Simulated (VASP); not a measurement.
# Fe (Im-3m) in VASP: further runs, part 2 of 2

VASP 6.6.1. Earlier steps stand in the parts before.

## Step 4: Single point, r2SCAN, collinear spin, ferromagnetic start

File POSCAR:

```
Fe
1.0
   -1.4390000000      1.4390000000      1.4390000000
    1.4390000000     -1.4390000000      1.4390000000
    1.4390000000      1.4390000000     -1.4390000000
Fe
1
Direct
    0.0000000000      0.0000000000      0.0000000000
```

File INCAR.step1:

```
SYSTEM = Fe
ALGO     = Normal         ! electronic algorithm
EDIFF    = 1E-4           ! SCF threshold, eV
ENCUT    = 520            ! plane-wave cutoff, eV
GGA      = PE             ! functional
ISMEAR   = 0              ! smearing method
ISPIN    = 2              ! spin polarisation
LASPH    = .TRUE.         ! aspherical terms in the spheres
LCHARG   = .FALSE.        ! write CHGCAR
LMAXMIX  = 4              ! l up to which the mixer works
LREAL    = .FALSE.        ! projectors in reciprocal space
LWAVE    = .TRUE.         ! write WAVECAR
MAGMOM   = 4.79           ! initial moments
NBANDS   = 14             ! bands
NELM     = 150            ! most SCF steps
NUPDOWN  = 4.79           ! fixed moment
PREC     = Accurate       ! precision mode
SIGMA    = 0.1            ! smearing width, eV
```

File INCAR.step2:

```
SYSTEM = Fe
ALGO     = Normal         ! electronic algorithm
EDIFF    = 1E-6           ! SCF threshold, eV
ENCUT    = 520            ! plane-wave cutoff, eV
ISIF     = 2              ! what is computed and relaxed
ISMEAR   = 0              ! smearing method
ISPIN    = 2              ! spin polarisation
ISTART   = 1            
LASPH    = .TRUE.         ! aspherical terms in the spheres
LCHARG   = .FALSE.        ! write CHGCAR
LMAXMIX  = 4              ! l up to which the mixer works
LMIXTAU  = .TRUE.       
LORBIT   = 11             ! projections on sites
LREAL    = .FALSE.        ! projectors in reciprocal space
LWAVE    = .FALSE.        ! write WAVECAR
MAGMOM   = 4.79           ! initial moments
METAGGA  = R2SCAN         ! meta-GGA
NBANDS   = 14             ! bands
NELM     = 150            ! most SCF steps
NUPDOWN  = 4.79           ! fixed moment
PREC     = Accurate       ! precision mode
SIGMA    = 0.1            ! smearing width, eV
```

File KPOINTS:

```
k-points
0
G
  13 13 13
  0 0 0
```

Potentials or basis: VASP PAW PBE potentials, release 64 (Fe).

Run with:

```console
$ cat potpaw_PBE.64/Fe/POTCAR > POTCAR
$ cp INCAR.step1 INCAR
$ mpirun -np 1 vasp_std > vasp.out
$ cp INCAR.step2 INCAR
$ mpirun -np 1 vasp_std > vasp.out
```

OUTCAR:

```text
SYSTEM = Fe
   EDIFF = 1E-6
   ENCUT = 520
   ISIF = 2
   ISMEAR = 0
   ISPIN = 2
   ISTART = 1
   LASPH = .TRUE.
   LORBIT = 11
   LREAL = .FALSE.
   METAGGA = R2SCAN
   NELM = 150
   NUPDOWN = 4.79
   PREC = Accurate

 ion  position               nearest neighbor table
   1  0.000  0.000  0.000-

  LATTYP: Found a body centered cubic cell.
 ALAT       =     2.8780000000

  Lattice vectors:

 A1 = (  -1.4390000000,   1.4390000000,   1.4390000000)
 A2 = (   1.4390000000,  -1.4390000000,   1.4390000000)
 A3 = (   1.4390000000,   1.4390000000,  -1.4390000000)

Analysis of symmetry for initial positions (statically):
=====================================================================
 Subroutine PRICEL returns:
 Original cell was already a primitive cell.

 Routine SETGRP: Setting up the symmetry group for a
 body centered cubic supercell.

 Subroutine GETGRP returns: Found 48 space group operations
[... 606 lines left out ...]
      7      31.8028      0.00000
      8      31.8028      0.00000
      9      31.8028      0.00000
     10      37.1048      0.00000
     11      37.1048      0.00000
     12      40.2978      0.00000
     13      40.2979      0.00000
     14      40.2979      0.00000
[... 379 lines left out ...]
      3       5.5022      0.00000
      4       7.7641      0.00000
      5       7.9380      0.00000
      6       8.8354      0.00000
      7      20.6140      0.00000
      8      24.3440      0.00000
      9      27.2113      0.00000
     10      33.8268      0.00000
     11      38.6479      0.00000
     12      40.5860      0.00000
     13      42.6087      0.00000
     14      46.4125      0.00000

 [... further k-points ...]

------------------------ aborting loop because EDIFF is reached ----------------------------------------

  FORCE on cell =-STRESS in cart. coord.  units (eV):
  Direction    XX          YY          ZZ          XY          YZ          ZX
  --------------------------------------------------------------------------------------
  -------------------------------------------------------------------------------------
  Total        7.5780557      7.5780557      7.5780557      0.0000000     -0.0000000      0.0000000
  in kB     1018.6523809   1018.6523809   1018.6523809      0.0000000     -0.0000000      0.0000000
  external PRESSURE =    1018.6523809 kB  Pullay stress =       0.0000000 kB

 VOLUME and BASIS-vectors are now :
 -----------------------------------------------------------------------------
  energy-cutoff  :      520.00
  volume of cell :       11.92
      direct lattice vectors                 reciprocal lattice vectors
    -1.439000000  1.439000000  1.439000000     0.000000000  0.347463516  0.347463516
     1.439000000 -1.439000000  1.439000000     0.347463516  0.000000000  0.347463516
     1.439000000  1.439000000 -1.439000000     0.347463516  0.347463516  0.000000000

 POSITION                                       TOTAL-FORCE (eV/Angst)
 -----------------------------------------------------------------------------------
      0.00000      0.00000      0.00000        -0.000000      0.000000      0.000000
 -----------------------------------------------------------------------------------
    total drift:                                0.000000     -0.000000      0.000000

  FREE ENERGIE OF THE ION-ELECTRON SYSTEM (eV)
  ---------------------------------------------------
  free  energy   TOTEN  =        -9.7909764685 eV

  energy  without entropy=       -9.7843072289  energy(sigma->0) =       -9.78764185

 total charge

# of ion       s       p       d       tot
------------------------------------------
    1        0.613   0.749   5.769   7.131

 magnetization (x)

# of ion       s       p       d       tot
------------------------------------------
    1        0.158   0.363   4.017   4.537
```

OUTCAR.step1:

```text
SYSTEM = Fe
   EDIFF = 1E-4
   ENCUT = 520
   GGA = PE
   ISMEAR = 0
   ISPIN = 2
   LASPH = .TRUE.
[... 1053 lines left out ...]
 POSITION                                       TOTAL-FORCE (eV/Angst)
 -----------------------------------------------------------------------------------
      0.00000      0.00000      0.00000         0.000000      0.000000     -0.000000
 -----------------------------------------------------------------------------------
    total drift:                               -0.000000     -0.000000      0.000000

  FREE ENERGIE OF THE ION-ELECTRON SYSTEM (eV)
  ---------------------------------------------------
  free  energy   TOTEN  =        -3.1518654502 eV

  energy  without entropy=       -3.1440372565  energy(sigma->0) =       -3.14795135
```

OSZICAR.step1:

```text
N       E                     dE             d eps       ncg     rms          rms(c)
DAV:   1     0.309740734650E+02    0.30974E+02   -0.37878E+03  5144   0.718E+02
DAV:   2    -0.347107747837E+01   -0.34445E+02   -0.31977E+02  5118   0.139E+02
DAV:   3    -0.439114168984E+01   -0.92006E+00   -0.91626E+00  5666   0.230E+01
DAV:   4    -0.439449470325E+01   -0.33530E-02   -0.33527E-02  5454   0.125E+00
DAV:   5    -0.439451269512E+01   -0.17992E-04   -0.17991E-04  5726   0.936E-02    0.214E+01
DAV:   6    -0.325945326701E+01    0.11351E+01   -0.45041E+00  6006   0.334E+01    0.137E+01
DAV:   7    -0.317720682227E+01    0.82246E-01   -0.48985E-02  5596   0.176E+00    0.736E+00
DAV:   8    -0.315826251392E+01    0.18944E-01   -0.14067E-02  5442   0.126E+00    0.229E+00
DAV:   9    -0.315184668706E+01    0.64158E-02   -0.10207E-03  5604   0.484E-01    0.210E-01
DAV:  10    -0.315186545023E+01   -0.18763E-04   -0.12960E-04  4458   0.142E-01
   1 F= -.31518655E+01 E0= -.31479514E+01  d E =-.782819E-02  mag=     4.7900
```

Wall time 3.7 min (1 thread of AMD EPYC 7R13, shared host); peak memory 0.12 GiB.

What came out:

- Free energy: -9.7910 eV
- Pressure: 101.9 GPa
- Net moment: 4.79 μB per cell
- Site moments: Fe +4.54 μB
- Valence electrons inside the program's atomic spheres: Fe 7.13

Caveat: the PAW data sets were made with another functional, which shifts forces and pressure a little; the total moment is fixed, so each spin has its own Fermi level.

## Step 5: Overview

| fixed moment (μB) | pressure (GPa) | moment (μB) |
| --- | --- | --- |
| 2.4 | -9.2 | 2.40 |
| 3.6 | 28.8 | 3.60 |
| 4.79 | 101.9 | 4.79 |

Alike in all rows: task single point; level r2SCAN; potentials or basis VASP PAW PBE potentials, release 64 (Fe); spin collinear, ferromagnetic start; cell as given; k mesh 13 × 13 × 13; cutoff (eV) 520; smearing gaussian 0.1 eV.

Caveats: the PAW data sets were made with another functional, which shifts forces and pressure a little; the total moment is fixed, so each spin has its own Fermi level.

Total energies depend on the potentials used, so only differences within one code and one set of settings carry meaning.
